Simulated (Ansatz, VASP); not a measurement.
## One calculation of TaW2N4, two programs

```
Ta W N
1.0
     3.03562   -4.14608    0.00000
     3.03562    4.14608    0.00000
     0.00000    0.00000    3.06083
Ta W N
1 2 4
Direct
  0.00000 0.00000 0.00000
  0.00000 0.50000 0.50000
  0.50000 0.00000 0.50000
  0.24384 0.24384 0.50000
  0.75616 0.75616 0.50000
  0.73868 0.26132 0.00000
  0.26132 0.73868 0.00000
```

Change from the starting cell: species swapped into the Li2MgBr4 type (Cmmm, No. 65).

Alike in both runs: task relaxation of cell and atoms; functional PBE; k mesh 6 × 6 × 10; occupations gaussian, width 0.1 eV; no spin polarisation.

```csv
,VASP,Ansatz
version,VASP 6.6.1,Ansatz 0.2.0
potentials or method,"VASP PAW PBE potentials, release 64 (Ta_pv, W_sv, N), cutoff 600 eV","scalar-relativistic, plane waves, PAW"
valence electrons in the cell,59,61
```

```csv
,VASP,Ansatz,Ansatz less VASP
"gap on the k mesh at the Fermi level, each at its own relaxed structure (eV)",none,none,-
relaxed volume (Å³/atom),11.02,10.99,-0.032
relaxed length of the cell vector where the two differ most in proportion (Å),5.134,5.129,-0.0050
```

A gap of «none» marks a metal or a gap that the smearing closes. VASP's potentials hold 59 valence electrons a cell and Ansatz's 61, so a difference there can come from the potentials and not from the codes.

Neither program's run includes spin-orbit coupling.
